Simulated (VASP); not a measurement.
# NaF (Fm-3m) in VASP: notebook

Aim: see how the results for NaF move with the level of theory and the settings. Levels: PBE, r2SCAN. Tasks: single point, relaxation of cell and atoms.

All numbers are computed with VASP 6.6.1; they aren't measurements. Logs are shortened: lines on timing, memory, paths and dates and some standing lists are left out, and cuts for length are marked.

## 1. The cell of the first run

The structure is cubic, space group Fm-3m (No. 225). Conventional cell: a = 4.701 Å, b = 4.701 Å, c = 4.701 Å, α = 90.00°, β = 90.00°, γ = 90.00°. Na (site symmetry m-3m) has 6 F at 2.35 Å within 3.1 Å. Within 3.1 Å of F (site symmetry m-3m) lie 6 Na at 2.35 Å.

## 2. Single point, PBE

INCAR reads:

```
SYSTEM = NaF
  ALGO = Normal
  EDIFF = 1E-6
  ENCUT = 600
  GGA = PE
  GGA_COMPAT = .False.
  ISIF = 2
  ISMEAR = 1
  LASPH = .True.
  LCHARG = .False.
  LREAL = .False.
  LWAVE = .False.
  NBANDS = 14
  NELM = 120
  PREC = Accurate
  SIGMA = 0.02
```

KPOINTS reads:

```
k-points
0
Gamma
  8 8 8
  0 0 0
```

POSCAR reads:

```
NaF
1.0
    0.0000000000      2.3502771129      2.3502771129
    2.3502771129      0.0000000000      2.3502771129
    2.3502771129      2.3502771129      0.0000000000
Na F
1 1
Direct
    0.0000000000      0.0000000000      0.0000000000
    0.5000000000      0.5000000000      0.5000000000
```

Potentials or basis: VASP PAW PBE potentials, release 64 (Na_pv, F).

Launch:

```sh
cat potpaw_PBE.64/Na_pv/POTCAR potpaw_PBE.64/F/POTCAR > POTCAR
mpirun -np 1 vasp_std > vasp.out
```

OUTCAR:

```text
SYSTEM = NaF
   EDIFF = 1E-6
   ENCUT = 600
   GGA = PE
   ISIF = 2
   ISMEAR = 1
   LASPH = .True.
   LREAL = .False.
   NELM = 120
   PREC = Accurate

 ion  position               nearest neighbor table
   1  0.000  0.000  0.000-
   2  0.500  0.500  0.500-

  LATTYP: Found a face centered cubic cell.
 ALAT       =     4.7005542258

  Lattice vectors:

 A1 = (   0.0000000000,   2.3502771129,   2.3502771129)
 A2 = (   2.3502771129,   0.0000000000,   2.3502771129)
 A3 = (   2.3502771129,   2.3502771129,   0.0000000000)

Analysis of symmetry for initial positions (statically):
=====================================================================
 Subroutine PRICEL returns:
 Original cell was already a primitive cell.

 Routine SETGRP: Setting up the symmetry group for a
 face centered cubic supercell.

 Subroutine GETGRP returns: Found 48 space group operations
 (whereof 48 operations were pure point group operations)
 out of a pool of 48 trial point group operations.

The static configuration has the point symmetry O_h .

Analysis of symmetry for dynamics (positions and initial velocities):
=====================================================================
 Subroutine PRICEL returns:
 Original cell was already a primitive cell.

 Routine SETGRP: Setting up the symmetry group for a
 face centered cubic supercell.

 Subroutine GETGRP returns: Found 48 space group operations
 (whereof 48 operations were pure point group operations)
 out of a pool of 48 trial point group operations.

The dynamic configuration has the point symmetry O_h .

 Subroutine INISYM returns: Found 48 space group operations
 (whereof 48 operations are pure point group operations),
 and found     1 'primitive' translations

----------------------------------------------------------------------------------------

                                     Primitive cell

  volume of cell :      25.9649

  direct lattice vectors                    reciprocal lattice vectors
     0.000000000  2.350277113  2.350277113    -0.212740871  0.212740871  0.212740871
     2.350277113  0.000000000  2.350277113     0.212740871 -0.212740871  0.212740871
     2.350277113  2.350277113  0.000000000     0.212740871  0.212740871 -0.212740871

  length of vectors
     3.323793768  3.323793768  3.323793768     0.368477997  0.368477997  0.368477997

  position of ions in fractional coordinates (direct lattice)
     0.000000000  0.000000000  0.000000000
     0.500000000  0.500000000  0.500000000

  ion indices of the primitive-cell ions
   primitive index   ion index
                 1           1
                 2           2

----------------------------------------------------------------------------------------

 KPOINTS: k-points

Automatic generation of k-mesh.
 Grid dimensions read from file:
 generate k-points for:    8    8    8

 Generating k-lattice:

  Cartesian coordinates                     Fractional coordinates (reciprocal lattice)
    -0.026592609  0.026592609  0.026592609     0.125000000  0.000000000  0.000000000
     0.026592609 -0.026592609  0.026592609     0.000000000  0.125000000  0.000000000
     0.026592609  0.026592609 -0.026592609     0.000000000  0.000000000  0.125000000

  Length of vectors
     0.046059750  0.046059750  0.046059750

  Shift w.r.t. Gamma in fractional coordinates (k-lattice)
     0.000000000  0.000000000  0.000000000

 Subroutine IBZKPT returns following result:
 ===========================================

 Found     29 irreducible k-points:

 Following reciprocal coordinates:
            Coordinates               Weight
  0.000000  0.000000  0.000000      1.000000
  0.125000  0.000000  0.000000      8.000000
  0.250000  0.000000  0.000000      8.000000
  0.375000  0.000000  0.000000      8.000000
  0.500000  0.000000  0.000000      4.000000
  0.125000  0.125000  0.000000      6.000000
[... 16 lines left out ...]
  0.500000  0.250000  0.125000     48.000000
 -0.375000  0.250000  0.125000     24.000000
 [... further k-points ...]
   k-points           NKPTS =     29   k-points in BZ     NKDIM =     29   number of bands    NBANDS=     14
   number of dos      NEDOS =    301   number of ions     NIONS =      2
   total plane-waves  NPLWV =  21952
   dimension x,y,z NGX =    28 NGY =   28 NGZ =   28
   dimension x,y,z NGXF=    56 NGYF=   56 NGZF=   56
   ions per type =               1   1
   NGX,Y,Z   is equivalent  to a cutoff of  14.00, 14.00, 14.00 a.u.
   NGXF,Y,Z  is equivalent  to a cutoff of  28.01, 28.01, 28.01 a.u.
 SYSTEM =  NaF
   PREC   = accura    normal or accurate (medium, high low for compatibility)
   ISTART =      0    job   : 0-new  1-cont  2-samecut
   ICHARG =      2    charge: 1-file 2-atom 10-const
   ISPIN  =      1    spin polarized calculation?
   LNONCOLLINEAR =      F non collinear calculations
   LSORBIT =      F    spin-orbit coupling
   LASPH  =      T    aspherical Exc in radial PAW
[... 62 lines left out ...]
      4     -21.3416      2.00000
      5      -2.2668      1.99078
      6      -2.2668      1.99074
      7      -2.2668      1.99074
      8       3.8094      0.00000
      9      16.4049      0.00000
     10      16.4049      0.00000
     11      16.4049      0.00000
     12      19.1839      0.00000
     13      21.3101      0.00000
     14      21.3101      0.00000

 k-point     2 :       0.1250    0.0000    0.0000
  band No.  band energies     occupation
      1     -21.6320      2.00000
      2     -21.3432      2.00000
      3     -21.3432      2.00000
      4     -21.0628      2.00000
      5      -2.5460      2.00000
      6      -2.3016      2.00173
      7      -2.3016      2.00173
      8       4.3395      0.00000
      9      14.6936      0.00000
     10      16.6245      0.00000
     11      16.6245      0.00000
     12      20.6965      0.00000
     13      20.6965      0.00000
     14      20.9703      0.00000

 k-point     3 :       0.2500    0.0000    0.0000
  band No.  band energies     occupation
      1     -21.8522      2.00000
      2     -21.3471      2.00000
      3     -21.3471      2.00000
      4     -20.7987      2.00000
      5      -3.1129      2.00000
      6      -2.3848      2.00000
      7      -2.3848      2.00000
      8       5.6273      0.00000
      9      12.6062      0.00000
     10      17.0945      0.00000
     11      17.0945      0.00000
     12      20.0214      0.00000
     13      20.0214      0.00000
     14      21.4424      0.00000

 k-point     4 :       0.3750    0.0000    0.0000
  band No.  band energies     occupation
      1     -21.9933      2.00000
      2     -21.3509      2.00000
      3     -21.3509      2.00000
      4     -20.6130      2.00000
      5      -3.5862      2.00000
      6      -2.4664      2.00000
      7      -2.4664      2.00000
      8       7.1823      0.00000
      9      10.8941      0.00000
     10      17.3592      0.00000
     11      17.3592      0.00000
     12      19.9813      0.00000
     13      19.9813      0.00000
     14      21.0048      0.00000

 k-point     5 :       0.5000    0.0000    0.0000
  band No.  band energies     occupation
      1     -22.0417      2.00000
      2     -21.3525      2.00000
      3     -21.3525      2.00000
      4     -20.5459      2.00000
      5      -3.7639      2.00000
      6      -2.4998      2.00000
      7      -2.4998      2.00000
      8       8.2551      0.00000
      9       9.8399      0.00000
     10      17.3823      0.00000
     11      17.3823      0.00000
[... 276 lines left out ...]
 k-point    22 :       0.3750    0.2500    0.1250
  band No.  band energies     occupation
      1     -21.8400      2.00000
      2     -21.3730      2.00000
      3     -21.3542      2.00000
      4     -20.7752      2.00000
      5      -3.2403      2.00000
      6      -2.5686      2.00000
      7      -2.4632      2.00000
      8       6.6245      0.00000
      9      12.0829      0.00000
     10      15.5770      0.00000
     11      17.2083      0.00000
     12      17.7611      0.00000
     13      21.5239      0.00000
     14      24.1985      0.00000

 k-point    23 :       0.5000    0.2500    0.1250
  band No.  band energies     occupation
      1     -21.8825      2.00000
      2     -21.3858      2.00000
      3     -21.3624      2.00000
      4     -20.6979      2.00000
      5      -3.4325      2.00000
      6      -2.7370      2.00000
      7      -2.5436      2.00000
      8       8.0826      0.00000
      9      11.0518      0.00000
     10      14.6851      0.00000
     11      16.5179      0.00000
     12      18.8543      0.00000
     13      20.8399      0.00000
     14      24.7670      0.00000

 k-point    24 :      -0.3750    0.2500    0.1250
  band No.  band energies     occupation
      1     -21.8981      2.00000
      2     -21.3886      2.00000
      3     -21.3684      2.00000
      4     -20.6680      2.00000
      5      -3.5006      2.00000
      6      -2.8087      2.00000
      7      -2.5798      2.00000
      8       9.2414      0.00000
      9      10.1083      0.00000
     10      14.4104      0.00000
     11      16.2125      0.00000
     12      19.4128      0.00000
     13      20.4354      0.00000
     14      25.0496      0.00000

 [... further k-points ...]
[... 5 lines left out ...]
  --------------------------------------------------------------------------------------
  -------------------------------------------------------------------------------------
  Total       -0.0386498     -0.0386498     -0.0386498      0.0000000      0.0000000      0.0000000
  in kB       -2.3849055     -2.3849055     -2.3849055      0.0000000      0.0000000      0.0000000
  external PRESSURE =      -2.3849055 kB  Pullay stress =       0.0000000 kB

 VOLUME and BASIS-vectors are now :
 -----------------------------------------------------------------------------
  energy-cutoff  :      600.00
  volume of cell :       25.96
      direct lattice vectors                 reciprocal lattice vectors
     0.000000000  2.350277113  2.350277113    -0.212740871  0.212740871  0.212740871
     2.350277113  0.000000000  2.350277113     0.212740871 -0.212740871  0.212740871
     2.350277113  2.350277113  0.000000000     0.212740871  0.212740871 -0.212740871

 POSITION                                       TOTAL-FORCE (eV/Angst)
 -----------------------------------------------------------------------------------
      0.00000      0.00000      0.00000         0.000000      0.000000     -0.000000
      2.35028      2.35028      2.35028        -0.000000     -0.000000      0.000000
 -----------------------------------------------------------------------------------
    total drift:                                0.000000      0.000000      0.000000

  FREE ENERGIE OF THE ION-ELECTRON SYSTEM (eV)
  ---------------------------------------------------
  free  energy   TOTEN  =        -8.5712288262 eV

  energy  without entropy=       -8.5712377137  energy(sigma->0) =       -8.57123179
```

It took 31 s on 1 thread of AMD EPYC 7R43 (Zen 3), shared host; peak memory 0.12 GiB.

Results:

```yaml
Free_energy: -8.5712 eV
Pressure: -0.2 GPa
Band_gap_on_the_k_mesh: 6.08 eV
```

## 3. Single point, PBE

INCAR reads:

```
SYSTEM = NaF
ALGO = Normal
EDIFF = 1E-6
ENCUT = 600
GGA = PE
GGA_COMPAT = .False.
ISIF = 2
ISMEAR = 0
LASPH = .True.
LCHARG = .True.
LELF = .True.
LREAL = .False.
LVHAR = .True.
LWAVE = .False.
NBANDS = 14
NELM = 120
PREC = Accurate
SIGMA = 0.01
```

KPOINTS is that of step 2.

POSCAR reads:

```
NaF
1.0
    0.0000000000      2.3505835796      2.3505835796
    2.3505835796      0.0000000000      2.3505835796
    2.3505835796      2.3505835796      0.0000000000
Na F
1 1
Direct
    0.0000000000      0.0000000000      0.0000000000
    0.5000000000      0.5000000000      0.5000000000
```

Potentials or basis: VASP PAW PBE potentials, release 64 (Na_pv, F).

Launch:

```sh
cat potpaw_PBE.64/Na_pv/POTCAR potpaw_PBE.64/F/POTCAR > POTCAR
mpirun -np 1 vasp_std > vasp.out
```

It took 26 s on 1 thread of AMD EPYC 7R43 (Zen 3), shared host; peak memory 0.11 GiB.

It converged, with:

* Free energy: -8.5712 eV
* Pressure: -0.3 GPa
* Band gap on the k mesh: 6.07 eV

Levels at points of the mesh, in eV from the valence-band top:
```tsv
k point	band 4	band 5	band 6	band 7	band 8	band 9	band 10	band 11
(0.00, 0.00, 0.00)	-19.08	0.00	0.00	0.00	6.07	18.67	18.67	18.67
(0.50, 0.00, 0.00)	-18.28	-1.50	-0.23	-0.23	10.52	12.10	19.64	19.64
(0.50, 0.50, 0.00)	-18.88	-1.21	-0.38	-0.38	12.80	13.16	13.18	19.21
```

## 4. Single point, r2SCAN

POSCAR reads:

```
NaF
1.0
    0.0000000000      2.3502771129      2.3502771129
    2.3502771129      0.0000000000      2.3502771129
    2.3502771129      2.3502771129      0.0000000000
Na F
1 1
Direct
    0.0000000000      0.0000000000      0.0000000000
    0.5000000000      0.5000000000      0.5000000000
```

INCAR.step1 reads:

```
SYSTEM = NaF
PREC     = Accurate       ! precision mode
ENCUT    = 660            ! plane-wave cutoff, eV
ISMEAR   = 0              ! smearing method
SIGMA    = 0.02           ! smearing width, eV
LREAL    = .FALSE.        ! projectors in reciprocal space
LASPH    = .TRUE.         ! aspherical terms in the spheres
NELM     = 120            ! most SCF steps
NBANDS   = 14             ! bands
GGA      = PE             ! functional
ALGO     = Normal         ! electronic algorithm
EDIFF    = 1E-5           ! SCF threshold, eV
LWAVE    = .TRUE.         ! write WAVECAR
LCHARG   = .FALSE.        ! write CHGCAR
GGA_COMPAT= .FALSE.
```

INCAR.step2 reads:

```
SYSTEM = NaF
PREC     = Accurate       ! precision mode
ENCUT    = 660            ! plane-wave cutoff, eV
EDIFF    = 1E-6           ! SCF threshold, eV
ISMEAR   = 0              ! smearing method
SIGMA    = 0.02           ! smearing width, eV
LREAL    = .FALSE.        ! projectors in reciprocal space
LASPH    = .TRUE.         ! aspherical terms in the spheres
NELM     = 120            ! most SCF steps
ALGO     = Normal         ! electronic algorithm
ISIF     = 2              ! what is computed and relaxed
LWAVE    = .FALSE.        ! write WAVECAR
LCHARG   = .TRUE.         ! write CHGCAR
METAGGA  = R2SCAN         ! meta-GGA
LMIXTAU  = .TRUE.       
LELF     = .TRUE.         ! ELF
LVHAR    = .TRUE.       
NBANDS   = 14             ! bands
ISTART   = 1            
GGA_COMPAT= .FALSE.
```

KPOINTS reads:

```
Automatic mesh
0
G
  8 8 8
  0 0 0
```

Launch:

```sh
cat potpaw_PBE.64/Na_pv/POTCAR potpaw_PBE.64/F/POTCAR > POTCAR
cp INCAR.step1 INCAR
mpirun -np 1 vasp_std > vasp.out
cp INCAR.step2 INCAR
mpirun -np 1 vasp_std > vasp.out
```

It took 97 s on 1 thread of AMD EPYC 7R43 (Zen 3), shared host; peak memory 0.12 GiB.

The run converged. Its results:

```yaml
Free_energy: -12.5863 eV
Pressure: -3.9 GPa
Band_gap_on_the_k_mesh: 6.94 eV
```

Levels at points of the mesh, in eV from the valence-band top:
| k point | band 4 | band 5 | band 6 | band 7 | band 8 | band 9 | band 10 | band 11 |
| --- | --- | --- | --- | --- | --- | --- | --- | --- |
| (0.00, 0.00, 0.00) | -19.63 | 0.00 | 0.00 | 0.00 | 6.94 | 19.48 | 19.48 | 19.48 |
| (0.50, 0.00, 0.00) | -19.12 | -1.46 | -0.24 | -0.24 | 11.36 | 13.04 | 20.94 | 20.94 |
| (0.50, 0.50, 0.00) | -19.67 | -1.20 | -0.38 | -0.38 | 13.69 | 13.76 | 14.42 | 20.53 |

Caveat: the cell stands under tension; the PAW data sets were made with another functional, which shifts forces and pressure a little.

## 5. Relaxation of cell and atoms, PBE

INCAR reads:

```
ALGO     = Normal         # electronic algorithm
EDIFF    = 1E-7           # SCF threshold, eV
EDIFFG   = -0.01          # ionic threshold
ENCUT    = 600            # plane-wave cutoff, eV
GGA      = PE             # functional
GGA_COMPAT= False        
IBRION   = 2              # ionic algorithm
ISIF     = 3              # what is computed and relaxed
ISMEAR   = 1              # smearing method
LASPH    = True           # aspherical terms in the spheres
LCHARG   = False          # write CHGCAR
LREAL    = False          # projectors in reciprocal space
LWAVE    = False          # write WAVECAR
NELM     = 120            # most SCF steps
NELMIN   = 4            
NSW      = 100            # ionic steps
PREC     = Accurate       # precision mode
SIGMA    = 0.02           # smearing width, eV
```

KPOINTS reads:

```
k-points
0
Gamma
  8 8 8
```

POSCAR is that of step 4.

Launch:

```sh
cat potpaw_PBE.64/Na_pv/POTCAR potpaw_PBE.64/F/POTCAR > POTCAR
mpirun -np 1 vasp_std > vasp.out
```

It took 29 s on 1 thread of AMD EPYC 7R43 (Zen 3), shared host; peak memory 0.11 GiB.

Results (log left out):

```yaml
Free_energy: -8.5713 eV
Relaxed_volume: 12.95 Å³/atom
Relaxed_cell: a = 3.321 Å, b = 3.321 Å, c = 3.321 Å, α = 60.00°, β = 60.00°, γ = 60.00°
Space_group_after_relaxing_to_0.1_Å: Fm-3m (No. 225)
Energy_gained_by_relaxing: 0.0 meV/atom
Ionic_steps: 2
Pressure_after_relaxing: -0.1 GPa
Band_gap_on_the_k_mesh: 6.09 eV
```

Final structure:
```
Na F
1.0
     0.00000    2.34833    2.34833
     2.34833    0.00000    2.34833
     2.34833    2.34833    0.00000
Na F
1 1
Direct
  0.00000 0.00000 0.00000
  0.50000 0.50000 0.50000
```

Levels at points of the mesh, in eV from the valence-band top:
```tsv
k point	band 3	band 4	band 5	band 6	band 7	band 8	band 9	band 10	band 11
(0.00, 0.00, 0.00)	-19.07	-19.07	0.00	0.00	0.00	6.09	18.69	18.69	18.69
(0.50, 0.00, 0.00)	-19.08	-18.27	-1.50	-0.23	-0.23	10.54	12.13	19.68	19.68
(0.50, 0.50, 0.00)	-19.11	-18.88	-1.21	-0.39	-0.39	12.83	13.17	13.21	19.25
```

## 6. The runs side by side

| task | level | cell | cutoff (eV) | smearing | gap on the mesh (eV) | pressure (GPa) |
| --- | --- | --- | --- | --- | --- | --- |
| single point | PBE | a = 3.324 Å, angles 60.0°, 2 atoms | 600 | methfessel-paxton 0.02 eV | 6.08 | -0.2 |
| single point | PBE | a = 3.324 Å, angles 60.0°, 2 atoms | 600 | gaussian 0.01 eV | 6.07 | -0.3 |
| single point | r2SCAN | a = 3.324 Å, angles 60.0°, 2 atoms | 660 | gaussian 0.02 eV | 6.94 | -3.9 |
| relaxation of cell and atoms | PBE | relaxed from a = 3.324 Å, angles 60.0°, 2 atoms | 600 | methfessel-paxton 0.02 eV | 6.09 | -0.1 |

Alike in all rows: potentials or basis VASP PAW PBE potentials, release 64 (Na_pv, F); no spin polarisation; k mesh 8 × 8 × 8.

On the cell as given the gap runs from 6.07 eV (PBE) to 6.94 eV (r2SCAN). The pressure there spans -3.9 GPa (r2SCAN) to -0.2 GPa (PBE); a positive pressure means that this level wants a larger cell, a negative one a smaller.

Caveats: the cell stands under tension (at least some runs); the PAW data sets were made with another functional, which shifts forces and pressure a little (at least some runs).

Total energies depend on the potentials used, so only differences within one code and one set of settings carry meaning.
